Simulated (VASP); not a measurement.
Here is a VASP 6.6.1 calculation.

File INCAR:

```
SYSTEM = TiAl
PREC = Accurate
ENCUT = 520
EDIFF = 1E-6
ISMEAR = 0
SIGMA = 0.05
LREAL = Auto
LASPH = .True.
NELM = 100
ALGO = Normal
ISIF = 2
LWAVE = .False.
LCHARG = .False.
GGA = PE
NBANDS = 82
```

File KPOINTS:

```
Automatic mesh
0
Gamma
  1 1 10
  0 0 0
```

File POSCAR:

```
TiAl
1.0
   15.5000000000      0.0000000000      0.0000000000
    0.0000000000     13.8000000000      0.0000000000
    0.0000000000      0.0000000000      5.5188398667
Ti Al
9 9
Direct
    0.4580386119      0.5000000000      0.1666666667
    0.3741158357      0.3367350043      0.5000000000
    0.3741158357      0.6632649957      0.5000000000
    0.2901930595      0.5000000000      0.8333333333
    0.7098069405      0.3367350043      0.1666666667
    0.7098069405      0.6632649957      0.1666666667
    0.6258841643      0.5000000000      0.5000000000
    0.5419613881      0.3367350043      0.8333333333
    0.5419613881      0.6632649957      0.8333333333
    0.3741158357      0.3367350043      0.0000000000
    0.3741158357      0.6632649957      0.0000000000
    0.2901930595      0.5000000000      0.3333333333
    0.6258841643      0.5000000000      0.0000000000
    0.5419613881      0.3367350043      0.3333333333
    0.5419613881      0.6632649957      0.3333333333
    0.4580386119      0.5000000000      0.6666666667
    0.7098069405      0.3367350043      0.6666666667
    0.7098069405      0.6632649957      0.6666666667
```

Potentials or basis: VASP PAW PBE potentials, release 64 (Ti_sv, Al).

Command:

```console
$ cat potpaw_PBE.64/Ti_sv/POTCAR potpaw_PBE.64/Al/POTCAR > POTCAR
$ mpirun -np 1 vasp_std > vasp.out
```

Problem. What does it give for the largest force?

Solution. 1.477 eV/Å.

Forces on the atoms (eV/Å):
```
Ti   0.185  0.000  0.149
Ti   0.397  0.406  0.276
Ti   0.397 -0.406  0.276
Ti   0.661  0.000 -0.427
Ti  -1.287  0.695  0.205
Ti  -1.287 -0.695  0.205
Ti   0.650  0.000 -0.634
Ti   0.098  0.013  0.172
Ti   0.098 -0.013  0.172
Al  -0.043  0.081 -0.299
Al  -0.043 -0.081 -0.299
Al   0.115  0.000  0.271
Al   0.613  0.000  0.060
Al   0.168 -0.635 -0.016
Al   0.168  0.635 -0.016
Al  -0.409  0.000  0.026
Al  -0.241  0.176 -0.061
Al  -0.241 -0.176 -0.061
```
